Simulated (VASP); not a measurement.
# Bi2Se3 in VASP: single point with PBE+D3(BJ)

Aim: the single point of Bi2Se3 with PBE+D3(BJ).

Program: VASP 6.6.1. These are calculated values, not measurements. Logs are shortened: lines on timing, memory, paths and dates and some standing lists are left out, and cuts for length are marked.

### 1 The cell of the first run

The cell holds a slab with vacuum, 10 atoms: a = 4.124 Å, b = 4.124 Å, c = 60.741 Å, α = 90.00°, β = 90.00°, γ = 120.00°.

### 2 Single point, PBE+D3(BJ)

File INCAR:

```
PREC = Accurate ; ENCUT = 520
EDIFF = 1E-6 ; ISMEAR = 0
SIGMA = 0.02 ; LREAL = F
LASPH = T ; NELM = 80
ALGO = Normal ; ISIF = 2
LWAVE = F ; LCHARG = F
LDIPOL = T ; IDIPOL = 3
DIPOL = 0.5 0.5 0.500 ; GGA = PE
IVDW = 12 ; NBANDS = 59
```

File KPOINTS:

```
Automatic mesh
0
Gamma
  12 12 1
```

File POSCAR:

```
Bi2Se3
1.0
    4.1243445460      0.0000000000      0.0000000000
   -2.0621722730      3.5717871508      0.0000000000
    0.0000000000      0.0000000000     60.7411062870
Se Bi
6 4
Direct
    0.0000000000      0.0000000000      0.3610366350
    0.6666666667      0.3333333333      0.4188938371
    0.3333333333      0.6666666667      0.4766532326
    0.0000000000      0.0000000000      0.5233465585
    0.6666666667      0.3333333333      0.5811061358
    0.3333333333      0.6666666667      0.6389635119
    0.3333333333      0.6666666667      0.3870336870
    0.0000000000      0.0000000000      0.4506598701
    0.3333333333      0.6666666667      0.5493398212
    0.0000000000      0.0000000000      0.6129667108
```

Potentials or basis: VASP PAW PBE potentials, release 64 (Se, Bi_d).

Command:

```bash
cat potpaw_PBE.64/Se/POTCAR potpaw_PBE.64/Bi_d/POTCAR > POTCAR
mpirun -np 1 vasp_std > vasp.out
```

OUTCAR:

```text
PREC = Accurate
   ENCUT = 520
   EDIFF = 1E-6
   ISMEAR = 0
   LREAL = F
   LASPH = T
   NELM = 80
   ISIF = 2
   GGA = PE
   IVDW = 12
 IVDW          = 12

 ion  position               nearest neighbor table
   1  0.000  0.000  0.361-   7 2.86   7 2.86   7 2.86
   2  0.667  0.333  0.419-   8 3.06   8 3.06   8 3.06   7 3.07   7 3.07   7 3.07
   3  0.333  0.667  0.477-   8 2.86   8 2.86   8 2.86
   4  0.000  0.000  0.523-   9 2.86   9 2.86   9 2.86
   5  0.667  0.333  0.581-   9 3.06   9 3.06   9 3.06  10 3.07  10 3.07  10 3.07
   6  0.333  0.667  0.639-  10 2.86  10 2.86  10 2.86
   7  0.333  0.667  0.387-   1 2.86   1 2.86   1 2.86   2 3.07   2 3.07   2 3.07
   8  0.000  0.000  0.451-   3 2.86   3 2.86   3 2.86   2 3.06   2 3.06   2 3.06
   9  0.333  0.667  0.549-   4 2.86   4 2.86   4 2.86   5 3.06   5 3.06   5 3.06
  10  0.000  0.000  0.613-   6 2.86   6 2.86   6 2.86   5 3.07   5 3.07   5 3.07

  LATTYP: Found a hexagonal cell.
 ALAT       =     4.1243445460
 C/A-ratio  =    14.7274568382

  Lattice vectors:

 A1 = (   4.1243445460,   0.0000000000,   0.0000000000)
 A2 = (  -2.0621722730,   3.5717871508,   0.0000000000)
 A3 = (   0.0000000000,   0.0000000000,  60.7411062870)

Analysis of symmetry for initial positions (statically):
=====================================================================
 Subroutine PRICEL returns:
 Original cell was already a primitive cell.

 Routine SETGRP: Setting up the symmetry group for a
 hexagonal supercell.

 Subroutine GETGRP returns: Found 12 space group operations
 (whereof  6 operations were pure point group operations)
 out of a pool of 24 trial point group operations.

The static configuration has the point symmetry C_3v.
 The point group associated with its full space group is D_3d.

Analysis of symmetry for dynamics (positions and initial velocities):
=====================================================================
 Subroutine PRICEL returns:
 Original cell was already a primitive cell.

 Routine SETGRP: Setting up the symmetry group for a
 hexagonal supercell.

 Subroutine GETGRP returns: Found 12 space group operations
 (whereof  6 operations were pure point group operations)
 out of a pool of 24 trial point group operations.

The dynamic configuration has the point symmetry C_3v.
 The point group associated with its full space group is D_3d.

 Subroutine INISYM returns: Found 12 space group operations
[... 122 lines left out ...]
   ISMEAR =     0;   SIGMA  =   0.02  broadening in eV -4-tet -1-fermi 0-gaus
   EFERMI_NEDOS =   21; number of points for ismear=-14 and -15
   IALGO  =     38    algorithm
   IMIX   =      4    mixing-type and parameters
     AMIX     =   0.40;   BMIX     =  1.00
     AMIX_MAG =   1.60;   BMIX_MAG =  1.00
  volume/ion in A,a.u.               =      89.48       603.84
  Fermi-wavevector in a.u.,A,eV,Ry     =   0.777901  1.470019  8.233287  0.605130
  Thomas-Fermi vector in A             =   1.880685
   LORBIT       =      0    0 simple, 1 ext, 2 COOP (PROOUT), +10 PAW based schemes
   GGA     = PE    functional components
   LHFCALC =     F    Hartree Fock is set to
   AEXX    =    0.0000 exact exchange contribution
   IVDW    =    12    specifies the selected vdW correction
   LEPSILON=     F    determine dielectric tensor
   LRPA    =     F    only Hartree local field effects (RPA)
 non-spin polarized calculation
 Gauss-broadening in eV      SIGMA  =   0.02
  energy-cutoff  :      520.00
  volume of cell :      894.79
 maximum number of plane-waves:     24255
 NGX is ok and might be reduce to    32
   NGX = 15   NGY = 15   NGZ =225

 dipolmoment           0.000000      0.000000     -0.000000 electrons x Angstroem

 number of electron      95.9999995 magnetization

 dipolmoment           0.000000      0.000000      0.000939 electrons x Angstroem

 Free energy of the ion-electron system (eV)
  ---------------------------------------------------
  ext. energy  EPLUGINS =         0.00000000
  ---------------------------------------------------
  free energy    TOTEN  =       -40.35356705 eV

  energy without entropy =      -40.35356705  energy(sigma->0) =      -40.35356705

 E-fermi :  -2.2540     XC(G=0):  -3.2325

 val. band max:       -2.3985808128   @ k =   0.0000   0.0000   0.0000
 cond. band min:      -1.7533025512   @ k =   0.0000   0.0000   0.0000
 fundamental gap:      0.6452782616
 Fermi energy:        -2.2540465640

 k-point     1 :       0.0000    0.0000    0.0000
  band No.  band energies     occupation
      1     -25.2427      2.00000
      2     -25.2427      2.00000
      3     -25.2325      2.00000
      4     -25.2325      2.00000
      5     -25.2305      2.00000
      6     -25.2302      2.00000
[... 1167 lines left out ...]
     58       2.1029      0.00000
     59       2.2195      0.00000

------------------------ aborting loop because EDIFF is reached ----------------------------------------

 vacuum level on the upper side and lower side of the slab       (xc-potential included)        -0.083        -0.094

 Edisp (eV)   -3.54180

 E8    (eV) :    -1.6345

  FORCE on cell =-STRESS in cart. coord.  units (eV):
  Direction    XX          YY          ZZ          XY          YZ          ZX
  --------------------------------------------------------------------------------------
  -------------------------------------------------------------------------------------
  Total       0.14639     0.14639     0.10800     0.00000     0.00000     0.00000
  in kB       0.26211     0.26211     0.19338     0.00000     0.00000     0.00000
  external pressure =        0.24 kB  Pullay stress =        0.00 kB

 VOLUME and BASIS-vectors are now :
 -----------------------------------------------------------------------------
  energy-cutoff  :      520.00
  volume of cell :      894.79
      direct lattice vectors                 reciprocal lattice vectors
     4.124344546  0.000000000  0.000000000     0.242462769  0.139985945  0.000000000
    -2.062172273  3.571787151  0.000000000     0.000000000  0.279971890  0.000000000
     0.000000000  0.000000000 60.741106287     0.000000000  0.000000000  0.016463316

 POSITION                                       TOTAL-FORCE (eV/Angst)
 -----------------------------------------------------------------------------------
      0.00000      0.00000     21.92976         0.000000      0.000000     -0.014610
      2.06217      1.19060     25.44408         0.000000     -0.000000      0.000667
     -0.00000      2.38119     28.95244         0.000000      0.000000      0.019876
      0.00000      0.00000     31.78865         0.000000     -0.000000     -0.019876
      2.06217      1.19060     35.29703        -0.000000     -0.000000     -0.000667
     -0.00000      2.38119     38.81135         0.000000     -0.000000      0.014610
     -0.00000      2.38119     23.50885        -0.000000      0.000000      0.002971
      0.00000      0.00000     27.37358         0.000000      0.000000     -0.005031
     -0.00000      2.38119     33.36751        -0.000000     -0.000000      0.005031
      0.00000      0.00000     37.23228         0.000000     -0.000000     -0.002971
 -----------------------------------------------------------------------------------
    total drift:                                0.000000     -0.000000      0.129301

  FREE ENERGIE OF THE ION-ELECTRON SYSTEM (eV)
  ---------------------------------------------------
  free  energy   TOTEN  =       -43.8953673211 eV

  energy  without entropy=      -43.8953673211  energy(sigma->0) =      -43.89536732

 vacuum level on the upper side and lower side of the slab         3.191         3.179
```

OSZICAR:

```text
N       E                     dE             d eps       ncg     rms          rms(c)
DAV:   1     0.869805500991E+03    0.86981E+03   -0.40293E+04  2770   0.129E+03
DAV:   2     0.668666653125E+02   -0.80294E+03   -0.78576E+03  2811   0.308E+02
DAV:   3    -0.370383615107E+02   -0.10391E+03   -0.10199E+03  2766   0.129E+02
[... 15 lines left out ...]
DAV:  19    -0.403535456495E+02   -0.92374E-05   -0.17523E-07  1436   0.312E-03    0.124E-03
DAV:  20    -0.403535550748E+02   -0.94253E-05   -0.11123E-07  1508   0.263E-03    0.318E-04
DAV:  21    -0.403535643144E+02   -0.92396E-05   -0.14899E-07  1604   0.274E-03    0.889E-04
DAV:  22    -0.403535665286E+02   -0.22142E-05   -0.11142E-07  1377   0.171E-03    0.547E-04
DAV:  23    -0.403535670528E+02   -0.52420E-06   -0.22454E-08  1316   0.113E-03
   1 F= -.43895367E+02 E0= -.43895367E+02  d E =-.163268E-26
```

stdout:

```text
POSCAR found type information on POSCAR SeBi
 POSCAR found :  2 types and      10 ions
 scaLAPACK will be used
 LDA part: xc-table for (Slater+PW92), standard interpolation
 -----------------------------------------------------------------------------
|                                                                             |
|           W    W    AA    RRRRR   N    N  II  N    N   GGGG   !!!           |
|           W    W   A  A   R    R  NN   N  II  NN   N  G    G  !!!           |
|           W    W  A    A  R    R  N N  N  II  N N  N  G       !!!           |
|           W WW W  AAAAAA  RRRRR   N  N N  II  N  N N  G  GGG   !            |
|           WW  WW  A    A  R   R   N   NN  II  N   NN  G    G                |
|           W    W  A    A  R    R  N    N  II  N    N   GGGG   !!!           |
|                                                                             |
|     One of the lattice vectors is very long (>50 A), but AMIN is rather     |
|     large. This can spoil convergence since charge sloshing might occur     |
|     along the long lattice vector. If problems with convergence are         |
|     observed, try to decrease AMIN to a smaller value (e.g. 0.01).          |
|     Note: This warning only applies if the self-consistency cycle is        |
|     used.                                                                   |
|                                                                             |
 -----------------------------------------------------------------------------

 POSCAR, INCAR and KPOINTS ok, starting setup
 FFT: planning ... GRIDC
 FFT: planning ... GRID_SOFT
 FFT: planning ... GRID
 WAVECAR not read
 entering main loop
```

Wall time 57 min (1 thread of Oxide Virtual Turin-like, shared host); peak memory 1.3 GiB.

What came out:

- Free energy: -43.8954 eV
- Largest force: 0.020 eV/Å
- Band gap on the k mesh: 0.65 eV
- Dispersion energy per atom: -0.354 eV

Forces in eV/Å, atoms in the order of the input:
```
Se   0.000  0.000 -0.015
Se   0.000  0.000  0.001
Se   0.000  0.000  0.020
Se   0.000  0.000 -0.020
Se   0.000  0.000 -0.001
Se   0.000  0.000  0.015
Bi   0.000  0.000  0.003
Bi   0.000  0.000 -0.005
Bi   0.000  0.000  0.005
Bi   0.000  0.000 -0.003
```

Levels at points of the mesh, in eV from the valence-band top:
```csv
k point,band 46,band 47,band 48,band 49,band 50,band 51
"(0.00, 0.00, 0.00)",-0.86,-0.76,0.00,0.65,0.84,1.90
"(0.50, 0.00, 0.00)",-1.02,-1.02,-0.65,1.31,1.52,2.43
```

Caveat: spin-orbit coupling is left out, which moves the levels of the heavy elements.
